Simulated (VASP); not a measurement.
# WC (Qusongite) in VASP: a series of runs

WC (Qusongite) is run at these levels: revPBE+D3(BJ), LDA, PBE; tasks: single point.

Program: VASP 6.6.1. These are calculated values, not measurements. Logs are shortened: lines on timing, memory, paths and dates and some standing lists are left out, and cuts for length are marked.

## 1. The cell of the first run

The typed cell holds 2 atoms: a = 2.906 Å, b = 2.907 Å, c = 2.837 Å, α = 90.00°, β = 90.00°, γ = 120.00°.

## 2. Single point, revPBE+D3(BJ) (atoms moved at random)

INCAR

```
SYSTEM = WC
PREC = Accurate ; ENCUT = 520
EDIFF = 1E-7 ; ISMEAR = 0
SIGMA = 0.1 ; LREAL = .FALSE.
LASPH = .TRUE. ; NELM = 100
ALGO = Normal ; ISIF = 2
LWAVE = .FALSE. ; LCHARG = .FALSE.
GGA = RE ; IVDW = 12
NBANDS = 16
```

KPOINTS

```
regular mesh
0
G
  8 8 7
  0 0 0
```

POSCAR

```
WC
1.0
    2.9065000000      0.0000000000      0.0000000000
   -1.4532500000      2.5171028361      0.0000000000
    0.0000000000      0.0000000000      2.8366000000
W C
1 1
Direct
    0.0384416588      0.0174565853      0.0152536613
    0.7051103412      0.3506744147      0.5154003387
```

Potentials or basis: VASP PAW PBE potentials, release 64 (W_sv, C).

Started as:

```
cat potpaw_PBE.64/W_sv/POTCAR potpaw_PBE.64/C/POTCAR > POTCAR
mpirun -np 1 vasp_std > vasp.out
```

OUTCAR:

```text
SYSTEM = WC
   PREC = Accurate
   ENCUT = 520
   EDIFF = 1E-7
   ISMEAR = 0
   LREAL = .FALSE.
   LASPH = .TRUE.
   NELM = 100
   ISIF = 2
   GGA = RE
   IVDW = 12
 IVDW          = 12

 ion  position               nearest neighbor table
   1  0.038  0.017  0.015-   2 2.20   2 2.20   2 2.20   2 2.20   2 2.20   2 2.20
   2  0.705  0.351  0.515-   1 2.20   1 2.20   1 2.20   1 2.20   1 2.20   1 2.20

  LATTYP: Found a hexagonal cell.
 ALAT       =     2.9065000000
 C/A-ratio  =     0.9759504559

  Lattice vectors:

 A1 = (   2.9065000000,   0.0000000000,   0.0000000000)
 A2 = (  -1.4532500000,   2.5171028361,   0.0000000000)
 A3 = (   0.0000000000,   0.0000000000,   2.8366000000)

Analysis of symmetry for initial positions (statically):
=====================================================================
 Subroutine PRICEL returns:
 Original cell was already a primitive cell.

 Routine SETGRP: Setting up the symmetry group for a
 hexagonal supercell.

 Subroutine GETGRP returns: Found  1 space group operations
 (whereof  1 operations were pure point group operations)
 out of a pool of 24 trial point group operations.

The static configuration has the point symmetry C_1 .

Analysis of symmetry for dynamics (positions and initial velocities):
=====================================================================
 Subroutine PRICEL returns:
 Original cell was already a primitive cell.

 Routine SETGRP: Setting up the symmetry group for a
 hexagonal supercell.

 Subroutine GETGRP returns: Found  1 space group operations
 (whereof  1 operations were pure point group operations)
 out of a pool of 24 trial point group operations.

The dynamic configuration has the point symmetry C_1 .

 Subroutine INISYM returns: Found  1 space group operations
 (whereof  1 operations are pure point group operations),
 and found     1 'primitive' translations

----------------------------------------------------------------------------------------

                                     Primitive cell

  volume of cell :      20.7525

  direct lattice vectors                    reciprocal lattice vectors
     2.906500000  0.000000000  0.000000000     0.344056425  0.198641070  0.000000000
    -1.453250000  2.517102836  0.000000000     0.000000000  0.397282139  0.000000000
     0.000000000  0.000000000  2.836600000     0.000000000  0.000000000  0.352534725

  length of vectors
     2.906500000  2.906500000  2.836600000     0.397282139  0.397282139  0.352534725

  position of ions in fractional coordinates (direct lattice)
     0.038441659  0.017456585  0.015253661
     0.705110341  0.350674415  0.515400339

  ion indices of the primitive-cell ions
   primitive index   ion index
                 1           1
                 2           2

----------------------------------------------------------------------------------------

 KPOINTS: regular mesh

Automatic generation of k-mesh.
 Grid dimensions read from file:
 generate k-points for:    8    8    7

 Generating k-lattice:

  Cartesian coordinates                     Fractional coordinates (reciprocal lattice)
     0.043007053  0.024830134  0.000000000     0.125000000  0.000000000  0.000000000
     0.000000000  0.049660267  0.000000000     0.000000000  0.125000000  0.000000000
     0.000000000  0.000000000  0.050362104     0.000000000  0.000000000  0.142857143

  Length of vectors
     0.049660267  0.049660267  0.050362104

  Shift w.r.t. Gamma in fractional coordinates (k-lattice)
     0.000000000  0.000000000  0.000000000

 Subroutine IBZKPT returns following result:
 ===========================================

 Found    226 irreducible k-points:

 Following reciprocal coordinates:
            Coordinates               Weight
  0.000000  0.000000  0.000000      1.000000
  0.125000  0.000000  0.000000      2.000000
  0.000000  0.125000  0.000000      2.000000
 -0.125000  0.125000  0.000000      2.000000
  0.250000  0.000000  0.000000      2.000000
  0.000000  0.250000  0.000000      2.000000
[... 16 lines left out ...]
  0.375000  0.125000  0.000000      2.000000
 -0.125000  0.500000  0.000000      2.000000
 [... further k-points ...]
   k-points           NKPTS =    226   k-points in BZ     NKDIM =    226   number of bands    NBANDS=     16
   number of dos      NEDOS =    301   number of ions     NIONS =      2
   total plane-waves  NPLWV =  13824
   dimension x,y,z NGX =    24 NGY =   24 NGZ =   24
   dimension x,y,z NGXF=    48 NGYF=   48 NGZF=   48
   ions per type =               1   1
   NGX,Y,Z   is equivalent  to a cutoff of  13.73, 13.73, 14.07 a.u.
   NGXF,Y,Z  is equivalent  to a cutoff of  27.46, 27.46, 28.13 a.u.
 SYSTEM =  WC
   PREC   = accura    normal or accurate (medium, high low for compatibility)
   ISTART =      0    job   : 0-new  1-cont  2-samecut
   ICHARG =      2    charge: 1-file 2-atom 10-const
   ISPIN  =      1    spin polarized calculation?
   LNONCOLLINEAR =      F non collinear calculations
   LSORBIT =      F    spin-orbit coupling
   LASPH  =      T    aspherical Exc in radial PAW
   ENCUT  =  520.0 eV  38.22 Ry    6.18 a.u.   5.40  5.40  5.27*2*pi/ulx,y,z
   NELM   =    100;   NELMIN=  2; NELMDL= -5     # of ELM steps
   EDIFF  = 0.1E-06   stopping-criterion for ELM
   LREAL  =      F    real-space projection
   EDIFFG = 0.1E-05   stopping-criterion for IOM
   NSW    =      0    number of steps for IOM
   IBRION =     -1    ionic relax: 0-MD 1-quasi-New 2-CG
   NFREE  =      0    steps in history (QN), initial steepest desc. (CG)
   ISIF   =      2    stress and relaxation
   ISYM   =      2    0-nonsym 1-usesym 2-fastsym
   POTIM  = 0.5000    time-step for ionic-motion
   TEBEG  =    0.0;   TEEND  =   0.0 temperature during run
   PSTRESS=    0.0 pullay stress
   NELECT =      18.0000    total number of electrons
   NUPDOWN=      -1.0000    fix difference up-down
   EMIN   =  10.00;   EMAX   =-10.00  energy-range for DOS
   EFERMI =   0.00;   METHOD = LEGACY
   ISMEAR =     0;   SIGMA  =   0.10  broadening in eV -4-tet -1-fermi 0-gaus
   EFERMI_NEDOS =   21; number of points for ismear=-14 and -15
   IALGO  =     38    algorithm
   IMIX   =      4    mixing-type and parameters
     AMIX     =   0.40;   BMIX     =  1.00
     AMIX_MAG =   1.60;   BMIX_MAG =  1.00
  volume/ion in A,a.u.               =      10.38        70.02
  Fermi-wavevector in a.u.,A,eV,Ry     =   1.561262  2.950358 33.164744  2.437540
  Thomas-Fermi vector in A             =   2.664353
   LORBIT       =      0    0 simple, 1 ext, 2 COOP (PROOUT), +10 PAW based schemes
   GGA     = RE    functional components
   LHFCALC =     F    Hartree Fock is set to
   AEXX    =    0.0000 exact exchange contribution
   IVDW    =    12    specifies the selected vdW correction
   LEPSILON=     F    determine dielectric tensor
   LRPA    =     F    only Hartree local field effects (RPA)
 non-spin polarized calculation
 Gauss-broadening in eV      SIGMA  =   0.10
  energy-cutoff  :      520.00
  volume of cell :       20.75
 maximum number of plane-waves:       580
 NGX is ok and might be reduce to    24
   NGX = 11   NGY = 11   NGZ = 11

 number of electron      18.0000000 magnetization

 Free energy of the ion-electron system (eV)
  ---------------------------------------------------
  ext. energy  EPLUGINS =         0.00000000
  ---------------------------------------------------
  free energy    TOTEN  =       -21.58396490 eV

  energy without entropy =      -21.58295731  energy(sigma->0) =      -21.58346111

 E-fermi :  11.2853     XC(G=0): -13.7657

 val. band max:       11.2340405519   @ k =   0.0000   0.0000   0.0000
 cond. band min:      11.2945555468   @ k =   0.0000   0.0000   0.1429
 fundamental gap:      0.0605149949
 Fermi energy:        11.2853414660

 k-point     1 :       0.0000    0.0000    0.0000
  band No.  band energies     occupation
      1     -62.8706      2.00000
      2     -26.8597      2.00000
      3     -26.7413      2.00000
      4     -26.7412      2.00000
      5      -3.3445      2.00000
      6       6.8326      2.00000
[... 8 lines left out ...]
     15      25.4804      0.00000
     16      27.8565      0.00000

 k-point     2 :       0.1250    0.0000    0.0000
  band No.  band energies     occupation
      1     -62.8620      2.00000
      2     -26.8661      2.00000
      3     -26.8436      2.00000
      4     -26.7696      2.00000
      5      -2.9433      2.00000
      6       6.7770      2.00000
[... 8 lines left out ...]
     15      24.9213      0.00000
     16      28.7004      0.00000

 k-point     3 :       0.0000    0.1250    0.0000
  band No.  band energies     occupation
      1     -62.8620      2.00000
      2     -26.8661      2.00000
      3     -26.8436      2.00000
      4     -26.7695      2.00000
      5      -2.9434      2.00000
      6       6.7772      2.00000
[... 8 lines left out ...]
     15      24.9202      0.00000
     16      28.7021      0.00000

 k-point     4 :      -0.1250    0.1250    0.0000
  band No.  band energies     occupation
      1     -62.8620      2.00000
      2     -26.8661      2.00000
      3     -26.8436      2.00000
      4     -26.7696      2.00000
      5      -2.9433      2.00000
      6       6.7769      2.00000
[... 8 lines left out ...]
     15      24.9226      0.00000
     16      28.6986      0.00000
[... 324 lines left out ...]
 k-point    22 :       0.3750   -0.1250    0.0000
  band No.  band energies     occupation
      1     -62.8270      2.00000
      2     -27.3160      2.00000
      3     -26.9295      2.00000
      4     -26.7766      2.00000
      5      -1.0242      2.00000
      6       4.9756      2.00000
[... 8 lines left out ...]
     15      26.1211      0.00000
     16      28.0319      0.00000

 k-point    23 :       0.3750    0.1250    0.0000
  band No.  band energies     occupation
      1     -62.8123      2.00000
      2     -27.4901      2.00000
      3     -26.9991      2.00000
      4     -26.7486      2.00000
      5       0.0284      2.00000
      6       4.2988      2.00000
[... 8 lines left out ...]
     15      25.1817      0.00000
     16      28.5525      0.00000

 k-point    24 :      -0.1250    0.5000    0.0000
  band No.  band energies     occupation
      1     -62.8123      2.00000
      2     -27.4901      2.00000
      3     -26.9991      2.00000
      4     -26.7486      2.00000
      5       0.0279      2.00000
      6       4.2996      2.00000
[... 8 lines left out ...]
     15      25.1814      0.00000
     16      28.5510      0.00000

 [... further k-points ...]

------------------------ aborting loop because EDIFF is reached ----------------------------------------

 Edisp (eV)   -1.72579

 E8    (eV) :    -1.2257

  FORCE on cell =-STRESS in cart. coord.  units (eV):
  Direction    XX          YY          ZZ          XY          YZ          ZX
  --------------------------------------------------------------------------------------
  -------------------------------------------------------------------------------------
  Total      -0.52427    -0.52768    -0.54156    -0.00102     0.00001     0.00002
  in kB     -40.47572   -40.73905   -41.81108    -0.07896     0.00077     0.00119
  external pressure =      -41.01 kB  Pullay stress =        0.00 kB

 VOLUME and BASIS-vectors are now :
 -----------------------------------------------------------------------------
  energy-cutoff  :      520.00
  volume of cell :       20.75
      direct lattice vectors                 reciprocal lattice vectors
     2.906500000  0.000000000  0.000000000     0.344056425  0.198641070  0.000000000
    -1.453250000  2.517102836  0.000000000     0.000000000  0.397282139  0.000000000
     0.000000000  0.000000000  2.836600000     0.000000000  0.000000000  0.352534725

 POSITION                                       TOTAL-FORCE (eV/Angst)
 -----------------------------------------------------------------------------------
      0.08636      0.04394      0.04327         0.002729     -0.004587      0.006090
      1.53979      0.88268      1.46198        -0.002729      0.004587     -0.006090
 -----------------------------------------------------------------------------------
    total drift:                                0.000018      0.000035     -0.000047

  FREE ENERGIE OF THE ION-ELECTRON SYSTEM (eV)
  ---------------------------------------------------
  free  energy   TOTEN  =       -23.3097580395 eV

  energy  without entropy=      -23.3087504590  energy(sigma->0) =      -23.30925425
```

Wall time 3.3 min (1 thread of AMD EPYC 7R13, shared host); peak memory 0.18 GiB.

What came out:

| Quantity | Value |
| --- | --- |
| Free energy | -23.3098 eV |
| Pressure | -4.1 GPa |
| Largest force | 0.008 eV/Å |
| Band gap on the k mesh | zero (band 9 reaches 11.59 eV, above the bottom of band 10 at 10.65 eV) |
| Dispersion energy per atom | -0.863 eV |

Forces on the atoms (eV/Å):
```
W    0.003 -0.005  0.006
C   -0.003  0.005 -0.006
```

Levels at points of the mesh, in eV from the Fermi level:
```tsv
k point	band 7	band 8	band 9	band 10	band 11	band 12
(0.00, 0.00, 0.00)	-3.47	-3.47	-0.05	3.10	3.10	5.50
(0.50, 0.00, 0.00)	-3.75	-3.71	-0.61	2.21	4.41	4.76
(0.00, 0.50, 0.00)	-3.75	-3.71	-0.61	2.21	4.41	4.76
(0.50, 0.50, 0.00)	-3.75	-3.71	-0.61	2.21	4.41	4.76
```

Caveat: the cell differs from its parent crystal (atoms moved at random); the PAW data sets were made with another functional, which shifts forces and pressure a little; spin-orbit coupling is left out, which moves the levels of the heavy elements; pairwise dispersion overbinds metals, which lowers pressure and volume.

## 3. Single point, LDA (volume scaled by 1.04)

INCAR

```
SYSTEM = WC
PREC = Accurate
ENCUT = 520
EDIFF = 1E-6
ISMEAR = -1
SIGMA = 0.05
LREAL = .False.
LASPH = .True.
NELM = 60
ALGO = Normal
ISIF = 2
LWAVE = .False.
LCHARG = .False.
GGA = CA
NBANDS = 16
```

KPOINTS

```
regular mesh
0
Gamma
  10 10 9
  0 0 0
```

POSCAR

```
WC
1.0
    2.9447478072      0.0000000000      0.0000000000
   -1.4723739036      2.5502264088      0.0000000000
    0.0000000000      0.0000000000      2.8739279649
W C
1 1
Direct
    0.0000000000      0.0000000000      0.0000000000
    0.6666666667      0.3333333333      0.5000000000
```

Potentials or basis: VASP PAW LDA potentials, release 64 (W_sv, C).

Started as:

```
cat potpaw_LDA.64/W_sv/POTCAR potpaw_LDA.64/C/POTCAR > POTCAR
mpirun -np 1 vasp_std > vasp.out
```

It took 10 s on 1 thread of Intel Xeon Platinum 8375C at 2.90GHz (Ice Lake), shared host; peak memory 0.15 GiB.

The run converged. Its results:

```yaml
Free_energy: -24.6213 eV
Pressure: -21.5 GPa
Band_gap_on_the_k_mesh: zero (band 9 reaches 11.06 eV, above the bottom of band 10 at 9.89 eV)
```

Stress tensor (GPa, compression positive):
```
-20.01   0.00   0.00
  0.00 -20.01   0.00
  0.00   0.00 -24.41
```

Levels at points of the mesh, in eV from the Fermi level:
```csv
k point,band 5,band 6,band 7,band 8,band 9,band 10,band 11,band 12,band 13,band 14
"(0.00, 0.00, 0.00)",-13.97,-4.09,-3.17,-3.17,0.12,3.01,3.01,5.39,5.39,6.25
"(0.50, 0.00, 0.00)",-10.73,-6.77,-3.45,-3.38,-0.41,2.18,4.27,4.61,6.59,9.47
```

Caveat: spin-orbit coupling is left out, which moves the levels of the heavy elements.

## 4. Single point, LDA (volume scaled by 1.06)

INCAR

```
SYSTEM = WC
  PREC = Accurate
  ENCUT = 520
  EDIFF = 1E-6
  ISMEAR = -1
  SIGMA = 0.05
  LREAL = .FALSE.
  LASPH = .TRUE.
  NELM = 60
  ALGO = Normal
  ISIF = 2
  LWAVE = .FALSE.
  LCHARG = .FALSE.
  GGA = CA
  NBANDS = 16
```

KPOINTS

```
Automatic mesh
0
G
  10 10 9
  0 0 0
```

POSCAR

```
WC
1.0
    2.9635046684      0.0000000000      0.0000000000
   -1.4817523342      2.5664703270      0.0000000000
    0.0000000000      0.0000000000      2.8922337321
W C
1 1
Direct
    0.0000000000      0.0000000000      0.0000000000
    0.6666666667      0.3333333333      0.5000000000
```

Potentials or basis: VASP PAW LDA potentials, release 64 (W_sv, C).

Started as:

```
cat potpaw_LDA.64/W_sv/POTCAR potpaw_LDA.64/C/POTCAR > POTCAR
mpirun -np 1 vasp_std > vasp.out
```

OUTCAR:

```text
SYSTEM = WC
   PREC = Accurate
   ENCUT = 520
   EDIFF = 1E-6
   ISMEAR = -1
   LREAL = .FALSE.
   LASPH = .TRUE.
   NELM = 60
   ISIF = 2
   GGA = CA

 ion  position               nearest neighbor table
   1  0.000  0.000  0.000-   2 2.24   2 2.24   2 2.24   2 2.24   2 2.24   2 2.24
   2  0.667  0.333  0.500-   1 2.24   1 2.24   1 2.24   1 2.24   1 2.24   1 2.24

  LATTYP: Found a hexagonal cell.
 ALAT       =     2.9635046684
 C/A-ratio  =     0.9759504559

  Lattice vectors:
[... 192 lines left out ...]
      5      -3.6816      2.00000
      6       6.1565      2.00000
[... 433 lines left out ...]
      3     -27.8419      2.00000
      4     -27.7263      2.00000
      5      -0.4195      2.00000
      6       3.6290      2.00000
[... 8 lines left out ...]
     15      22.7696      0.00000
     16      26.8913      0.00000

 [... further k-points ...]
[... 5 lines left out ...]
  --------------------------------------------------------------------------------------
  -------------------------------------------------------------------------------------
  Total       -3.5275828     -3.5275828     -4.2679386      0.0000000     -0.0000000      0.0000000
  in kB     -256.9286578   -256.9286578   -310.8518758      0.0000000     -0.0000000      0.0000000
  external PRESSURE =    -274.9030638 kB  Pullay stress =       0.0000000 kB

 VOLUME and BASIS-vectors are now :
 -----------------------------------------------------------------------------
  energy-cutoff  :      520.00
  volume of cell :       22.00
      direct lattice vectors                 reciprocal lattice vectors
     2.963504668  0.000000000  0.000000000     0.337438308  0.194820098  0.000000000
    -1.481752334  2.566470327  0.000000000     0.000000000  0.389640196  0.000000000
     0.000000000  0.000000000  2.892233732     0.000000000  0.000000000  0.345753522

 POSITION                                       TOTAL-FORCE (eV/Angst)
 -----------------------------------------------------------------------------------
      0.00000      0.00000      0.00000        -0.000000      0.000000      0.000000
      1.48175      0.85549      1.44612         0.000000      0.000000      0.000000
 -----------------------------------------------------------------------------------
    total drift:                               -0.000000      0.000000      0.000000

  FREE ENERGIE OF THE ION-ELECTRON SYSTEM (eV)
  ---------------------------------------------------
  free  energy   TOTEN  =       -24.5579826326 eV

  energy  without entropy=      -24.5561668171  energy(sigma->0) =      -24.55707472
```

stdout:

```text
POSCAR found type information on POSCAR W C
 POSCAR found :  2 types and       2 ions
 scaLAPACK will be used
 LDA part: xc-table for (Slater(with rela. corr.)+CA(PZ))
 , standard interpolation
 POSCAR, INCAR and KPOINTS ok, starting setup
 FFT: planning ... GRIDC
 FFT: planning ... GRID_SOFT
 FFT: planning ... GRID
 WAVECAR not read
 entering main loop
```

It took 10 s on 1 thread of Intel Xeon Platinum 8375C at 2.90GHz (Ice Lake), shared host; peak memory 0.14 GiB.

Results:

| Quantity | Value |
| --- | --- |
| Free energy | -24.5580 eV |
| Pressure | -27.5 GPa |
| Band gap on the k mesh | zero (band 9 reaches 10.78 eV, above the bottom of band 10 at 9.64 eV) |

Levels at points of the mesh, in eV from the Fermi level:
```csv
k point,band 6,band 7,band 8,band 9,band 10,band 11,band 12,band 13
"(0.00, 0.00, 0.00)",-4.00,-3.10,-3.10,0.11,2.92,2.92,5.29,5.29
"(0.50, 0.00, 0.00)",-6.69,-3.38,-3.30,-0.40,2.12,4.16,4.49,6.47
```

Caveat: spin-orbit coupling is left out, which moves the levels of the heavy elements.

(Continued in part 2 of 2.)
